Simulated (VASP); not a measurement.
# YFeC4N4 (P-43m) in VASP: single point with PBE

Aim: the single point of YFeC4N4 with PBE.

Everything below comes from runs of VASP 6.6.1. Logs are shortened: lines on timing, memory, paths and dates and some standing lists are left out, and cuts for length are marked.

### 1 The cell of the first run

It takes space group P-43m (No. 215, cubic). The conventional cell has a = 6.146 Å, b = 6.146 Å, c = 6.146 Å, α = 90.00°, β = 90.00°, γ = 90.00°. Within 3.0 Å of Y (site symmetry -43m) lie 4 N at 2.24 Å. Within 2.5 Å of Fe (site symmetry -43m) lie 4 C at 1.90 Å. C (site symmetry 3m) has 1 N at 1.18 Å within 1.6 Å. Within 1.6 Å of N (site symmetry 3m) lie 1 C at 1.18 Å.

### 2 Single point, PBE, collinear spin, ferromagnetic start

Input file INCAR:

```
SYSTEM = YFeC4N4
  PREC = Accurate
  ENCUT = 700
  EDIFF = 1E-6
  ISMEAR = 0
  SIGMA = 0.1
  LREAL = .False.
  LASPH = .True.
  NELM = 200
  ALGO = Normal
  ISIF = 2
  LWAVE = .False.
  LCHARG = .True.
  ISPIN = 2
  MAGMOM = 0 4 0 0 0 0 0 0 0 0
  LORBIT = 11
  LMAXMIX = 4
  GGA = PE
  LELF = .True.
  LVHAR = .True.
  NBANDS = 46
  GGA_COMPAT = .False.
```

Input file KPOINTS:

```
regular mesh
0
Gamma
  4 4 4
  0 0 0
```

Input file POSCAR:

```
YFeC4N4
1.0
    6.1464464954      0.0000000000      0.0000000000
    0.0000000000      6.1464464954      0.0000000000
    0.0000000000      0.0000000000      6.1464464954
Y Fe C N
1 1 4 4
Direct
    0.5000000000      0.5000000000      0.5000000000
    0.0000000000      0.0000000000      0.0000000000
    0.1784096838      0.1784096838      0.1784096838
    0.1784096838      0.8215903162      0.8215903162
    0.8215903162      0.1784096838      0.8215903162
    0.8215903162      0.8215903162      0.1784096838
    0.2896930038      0.2896930038      0.2896930038
    0.2896930038      0.7103069962      0.7103069962
    0.7103069962      0.2896930038      0.7103069962
    0.7103069962      0.7103069962      0.2896930038
```

Potentials or basis: VASP PAW PBE potentials, release 64 (Y_sv, Fe_sv, C, N).

Started as:

```sh
$ cat potpaw_PBE.64/Y_sv/POTCAR potpaw_PBE.64/Fe_sv/POTCAR potpaw_PBE.64/C/POTCAR potpaw_PBE.64/N/POTCAR > POTCAR
$ mpirun -np 1 vasp_std > vasp.out
```

OUTCAR:

```text
SYSTEM = YFeC4N4
   PREC = Accurate
   ENCUT = 700
   EDIFF = 1E-6
   ISMEAR = 0
   LREAL = .False.
   LASPH = .True.
   NELM = 200
   ISIF = 2
   ISPIN = 2
   LORBIT = 11
   GGA = PE

 ion  position               nearest neighbor table
   1  0.500  0.500  0.500-   7 2.24   8 2.24   9 2.24  10 2.24
   2  0.000  0.000  0.000-   3 1.90   4 1.90   5 1.90   6 1.90
   3  0.178  0.178  0.178-   7 1.18   2 1.90
   4  0.178  0.822  0.822-   8 1.18   2 1.90
   5  0.822  0.178  0.822-   9 1.18   2 1.90
   6  0.822  0.822  0.178-  10 1.18   2 1.90
   7  0.290  0.290  0.290-   3 1.18   1 2.24
   8  0.290  0.710  0.710-   4 1.18   1 2.24
   9  0.710  0.290  0.710-   5 1.18   1 2.24
  10  0.710  0.710  0.290-   6 1.18   1 2.24

  LATTYP: Found a simple cubic cell.
 ALAT       =     6.1464464954

  Lattice vectors:

 A1 = (   6.1464464954,   0.0000000000,   0.0000000000)
 A2 = (   0.0000000000,   6.1464464954,   0.0000000000)
 A3 = (   0.0000000000,   0.0000000000,   6.1464464954)

Analysis of symmetry for initial positions (statically):
=====================================================================
 Subroutine PRICEL returns:
 Original cell was already a primitive cell.

 Routine SETGRP: Setting up the symmetry group for a
 simple cubic supercell.

 Subroutine GETGRP returns: Found 24 space group operations
 (whereof 24 operations were pure point group operations)
 out of a pool of 48 trial point group operations.

The static configuration has the point symmetry T_d .

Analysis of symmetry for dynamics (positions and initial velocities):
=====================================================================
 Subroutine PRICEL returns:
 Original cell was already a primitive cell.

 Routine SETGRP: Setting up the symmetry group for a
 simple cubic supercell.

 Subroutine GETGRP returns: Found 24 space group operations
 (whereof 24 operations were pure point group operations)
[... 160 lines left out ...]
  ext. energy  EPLUGINS =         0.00000000
  ---------------------------------------------------
  free energy    TOTEN  =       -85.51197692 eV

  energy without entropy =      -85.51197692  energy(sigma->0) =      -85.51197692

 E-fermi :  -0.1619     XC(G=0):  -6.8413

 val. band max:       -0.5880356252   @ k =   0.5000   0.0000   0.0000
 cond. band min:       0.2996179023   @ k =   0.5000   0.0000   0.0000
 fundamental gap:      0.8876535274
 Fermi energy:        -0.1619496412

 spin component 1

 k-point     1 :       0.0000    0.0000    0.0000
  band No.  band energies     occupation
      1     -88.1758      1.00000
      2     -54.2252      1.00000
      3     -54.2252      1.00000
      4     -54.2252      1.00000
      5     -43.3447      1.00000
      6     -23.4503      1.00000
[... 449 lines left out ...]
     42       4.6691      0.00000
     43       4.6691      0.00000
 Fermi energy:        -0.1619496412

 spin component 2

 k-point     1 :       0.0000    0.0000    0.0000
  band No.  band energies     occupation
      1     -85.7655      1.00000
      2     -51.8680      1.00000
      3     -51.8678      1.00000
      4     -51.8677      1.00000
      5     -43.3354      1.00000
      6     -23.4364      1.00000
[... 449 lines left out ...]
     42       5.0915      0.00000
     43       5.0917      0.00000
 [bands above 43 left out]

------------------------ aborting loop because EDIFF is reached ----------------------------------------

  FORCE on cell =-STRESS in cart. coord.  units (eV):
  Direction    XX          YY          ZZ          XY          YZ          ZX
  --------------------------------------------------------------------------------------
  -------------------------------------------------------------------------------------
  Total        0.3238466      0.3238466      0.3238466     -0.0000000      0.0000000     -0.0000000
  in kB        2.2344857      2.2344857      2.2344857     -0.0000000      0.0000000     -0.0000000
  external PRESSURE =       2.2344857 kB  Pullay stress =       0.0000000 kB

 VOLUME and BASIS-vectors are now :
 -----------------------------------------------------------------------------
  energy-cutoff  :      700.00
  volume of cell :      232.21
      direct lattice vectors                 reciprocal lattice vectors
     6.146446495  0.000000000  0.000000000     0.162695632  0.000000000  0.000000000
     0.000000000  6.146446495  0.000000000     0.000000000  0.162695632  0.000000000
     0.000000000  0.000000000  6.146446495     0.000000000  0.000000000  0.162695632

 POSITION                                       TOTAL-FORCE (eV/Angst)
 -----------------------------------------------------------------------------------
      3.07322      3.07322      3.07322        -0.000000      0.000000      0.000000
      0.00000      0.00000      0.00000        -0.000000      0.000000      0.000000
      1.09659      1.09659      1.09659        -0.191428     -0.191428     -0.191428
      1.09659      5.04986      5.04986        -0.191428      0.191428      0.191428
      5.04986      1.09659      5.04986         0.191428     -0.191428      0.191428
      5.04986      5.04986      1.09659         0.191428      0.191428     -0.191428
      1.78058      1.78058      1.78058         0.183037      0.183037      0.183037
      1.78058      4.36586      4.36586         0.183037     -0.183037     -0.183037
      4.36586      1.78058      4.36586        -0.183037      0.183037     -0.183037
      4.36586      4.36586      1.78058        -0.183037     -0.183037      0.183037
 -----------------------------------------------------------------------------------
    total drift:                               -0.000000     -0.000000     -0.000000

  FREE ENERGIE OF THE ION-ELECTRON SYSTEM (eV)
  ---------------------------------------------------
  free  energy   TOTEN  =       -85.5119769245 eV

  energy  without entropy=      -85.5119769245  energy(sigma->0) =      -85.51197692

 total charge

# of ion       s       p       d       f       tot
--------------------------------------------------
    1        2.187   6.409   0.938   0.101   9.635
    2        2.181   6.074   5.500   0.000  13.755
    3        0.964   1.586   0.000   0.000   2.550
    4        0.964   1.586   0.000   0.000   2.550
    5        0.964   1.586   0.000   0.000   2.550
    6        0.964   1.586   0.000   0.000   2.550
    7        1.294   2.603   0.000   0.000   3.898
    8        1.294   2.603   0.000   0.000   3.898
    9        1.294   2.603   0.000   0.000   3.898
   10        1.294   2.603   0.000   0.000   3.898
--------------------------------------------------
tot         13.402  29.240   6.437   0.101  49.181

 magnetization (x)

# of ion       s       p       d       f       tot
--------------------------------------------------
    1        0.000   0.005   0.016   0.002   0.023
    2        0.009   0.040   1.941   0.000   1.990
    3        0.001  -0.008   0.000   0.000  -0.007
    4        0.001  -0.008   0.000   0.000  -0.007
    5        0.001  -0.008   0.000   0.000  -0.007
    6        0.001  -0.008   0.000   0.000  -0.007
    7        0.004   0.060   0.000   0.000   0.063
    8        0.004   0.060   0.000   0.000   0.063
    9        0.004   0.060   0.000   0.000   0.063
   10        0.004   0.060   0.000   0.000   0.063
--------------------------------------------------
tot          0.028   0.251   1.957   0.002   2.238
```

Wall time 8.3 min (1 thread of Intel Xeon Platinum 8259CL at 2.50GHz (Skylake/Cascade Lake), shared host); peak memory 0.7 GiB.

Results:

* Free energy: -85.5120 eV
* Pressure: 0.2 GPa
* Largest force: 0.332 eV/Å
* Band gap on the k mesh: 0.89 eV
* Net moment: 3.00 μB per cell
* Site moments: Y +0.02; Fe +1.99; C -0.01; N +0.06 μB
* Valence electrons inside the program's atomic spheres: Y 9.63; Fe 13.76; C 2.55; N 3.90

Forces in eV/Å, atoms in the order of the input:
```
Y    0.000  0.000  0.000
Fe   0.000  0.000  0.000
C   -0.191 -0.191 -0.191
C   -0.191  0.191  0.191
C    0.191 -0.191  0.191
C    0.191  0.191 -0.191
N    0.183  0.183  0.183
N    0.183 -0.183 -0.183
N   -0.183  0.183 -0.183
N   -0.183 -0.183  0.183
```

Levels at points of the mesh, in eV from the valence-band top:
Spin up:
```
           k point  band 30  band 31  band 32  band 33  band 34  band 35  band 36  band 37
(0.00, 0.00, 0.00)    -1.25    -0.48    -0.48    -0.48     2.55     2.55     2.82     2.82
(0.50, 0.00, 0.00)    -1.07    -0.57    -0.46    -0.46     2.47     2.48     3.19     3.19
(0.50, 0.50, 0.00)    -1.08    -0.56    -0.39    -0.39     2.44     2.53     3.32     3.32
(0.50, 0.50, 0.50)    -1.23    -0.39    -0.39    -0.39     2.56     2.56     3.26     3.26
```
Spin down:
| k point | band 27 | band 28 | band 29 | band 30 | band 31 | band 32 | band 33 | band 34 |
| --- | --- | --- | --- | --- | --- | --- | --- | --- |
| (0.00, 0.00, 0.00) | -3.69 | -3.69 | -0.24 | -0.24 | 1.04 | 1.04 | 1.04 | 2.79 |
| (0.50, 0.00, 0.00) | -3.69 | -3.69 | -0.14 | 0.00 | 0.89 | 1.19 | 1.19 | 2.50 |
| (0.50, 0.50, 0.00) | -3.72 | -3.72 | -0.11 | -0.02 | 0.92 | 1.35 | 1.35 | 2.47 |
| (0.50, 0.50, 0.50) | -3.58 | -3.58 | -0.24 | -0.24 | 1.30 | 1.30 | 1.30 | 2.79 |

Caveat: a cell with one magnetic atom can't hold antiferromagnetic order, which such compounds often take.
